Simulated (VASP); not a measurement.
Wanted: the native input for a VASP 6.6.1 run.

- Task: single point
- Functional: PBEsol
- Potentials or basis: VASP PAW PBE potentials, release 64 (Si, Ni)
- Cutoff: 520 eV
- k mesh: 14 × 14 × 14
- Occupations: gaussian, width 0.15 eV
- Spin: no spin polarisation
- Dipole correction: no
- Further INCAR settings: ALGO = Fast; EDIFF = 1e-06; NBANDS = 25

The structure of SiNi3 lies in POSCAR:

```
SiNi3
1.0
    3.6343080480      0.0000000000      0.0000000000
    0.0000000000      3.6343080480      0.0000000000
    0.0000000000      0.0000000000      3.3747146160
Si Ni
1 3
Direct
    0.0000000000      0.0000000000      0.0000000000
    0.0000000000      0.5000000000      0.5000000000
    0.5000000000      0.0000000000      0.5000000000
    0.5000000000      0.5000000000      0.0000000000
```

This cell differs from its parent crystal: strain +0.050 along x and y, -0.025 along z.

These files were run (other wordings do the same):

INCAR

```
PREC = Accurate
ENCUT = 520
EDIFF = 1E-6
ISMEAR = 0
SIGMA = 0.15
LREAL = F
LASPH = T
NELM = 100
ALGO = Fast
ISIF = 2
LWAVE = F
LCHARG = T
GGA = PS
LELF = T
LVHAR = T
NBANDS = 25
```

KPOINTS

```
regular mesh
0
Gamma
  14 14 14
```

Potentials or basis: VASP PAW PBE potentials, release 64 (Si, Ni).

Run with:

```bash
$ cat potpaw_PBE.64/Si/POTCAR potpaw_PBE.64/Ni/POTCAR > POTCAR
$ mpirun -np 1 vasp_std > vasp.out
```

It gave:

```yaml
Pressure: -14.1 GPa
Band_gap_on_the_k_mesh: zero (bands 17 and 18 overlap by 0.38 eV)
```

Caveat: the cell differs from its parent crystal (strain +0.050 along x and y, -0.025 along z); the cell stands under tension; the PAW data sets were made with another functional, which shifts forces and pressure a little.

Wall time 3.2 min on 1 thread of Intel(R) Xeon(R) 6975P-C (Granite Rapids) (shared host), peak memory 0.35 GiB.
